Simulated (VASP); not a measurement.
The system is TaAs.

```
CELL_PARAMETERS angstrom
3.52450 0.00000 0.00000
-1.76225 3.05231 0.00000
0.00000 0.00000 3.39517
ATOMIC_POSITIONS crystal
Ta 0.33333 0.66667 0.50000
As 0.00000 0.00000 0.00000
```

| Item | Value |
| --- | --- |
| Program | VASP 6.6.1 |
| Task | relaxation of cell and atoms |
| Functional | PBE |
| Potentials or basis | VASP PAW PBE potentials, release 64 (Ta_pv, As) |
| Cutoff | 600 eV |
| k mesh | 6 × 6 × 6 |
| Occupations | gaussian, width 0.1 eV |
| Spin | no spin polarisation |

At the start: pressure -4.0 GPa; volume 18.26 Å³/atom.

Task: How do energy, volume and symmetry change on relaxing?

Result: Over 5 steps the energy falls by 20.9 meV/atom and the volume is 17.66 Å³/atom (-3.3 %); space group P-6m2 (No. 187, to 0.05 Å).

The path:
| step | energy change (eV) | largest force (eV/Å) | pressure (GPa) | volume (Å³) |
| --- | --- | --- | --- | --- |
| 1 | 0.0000 | 0.0000 | -3.98 | 36.52 |
| 2 | -0.0129 | 0.0000 | 6.87 | 34.16 |
| 3 | -0.0286 | 0.0000 | 1.90 | 35.14 |
| 4 | -0.0416 | 0.0000 | -0.40 | 35.35 |
| 5 | -0.0419 | 0.0000 | -0.13 | 35.33 |

Final structure:
```
Ta As
1.0
     3.42404    0.00000    0.00000
    -1.71202    2.96530    0.00000
     0.00000    0.00000    3.47936
Ta As
1 1
Direct
  0.33333 0.66667 0.50000
  0.00000 0.00000 0.00000
```
